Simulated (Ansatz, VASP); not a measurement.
## Os: VASP beside Ansatz

```
Os
1.0
    -1.53086    1.53086    1.53086
     1.53086   -1.53086    1.53086
     1.53086    1.53086   -1.53086
Os
1
Direct
  0.00000 0.00000 0.00000
```

Alike in both runs: functional PBEsol; k mesh 26 × 26 × 26; occupations gaussian, width 0.1 eV; no spin polarisation.

Ansatz relaxed the structure, and its values are those at the end. VASP's run is a single point on that final structure, the one shown.

|  | VASP | Ansatz |
| --- | --- | --- |
| version | VASP 6.6.1 | Ansatz 0.2.0 |
| potentials or method | VASP PAW PBE potentials, release 64 (Os), cutoff 520 eV | scalar-relativistic, plane waves, PAW |
| valence electrons in the cell | 8 | 16 |

|  | VASP | Ansatz | Ansatz less VASP |
| --- | --- | --- | --- |
| gap on the k mesh at the Fermi level (eV) | none | none | - |
| pressure (GPa) | 0.7 | 0.0 | -0.71 |

VASP's potentials were made for PBE, not for PBEsol. A gap of «none» marks a metal or a gap that the smearing closes. VASP's potentials hold 8 valence electrons a cell and Ansatz's 16, so a difference there can come from the potentials and not from the codes.

Neither program's run includes spin-orbit coupling.
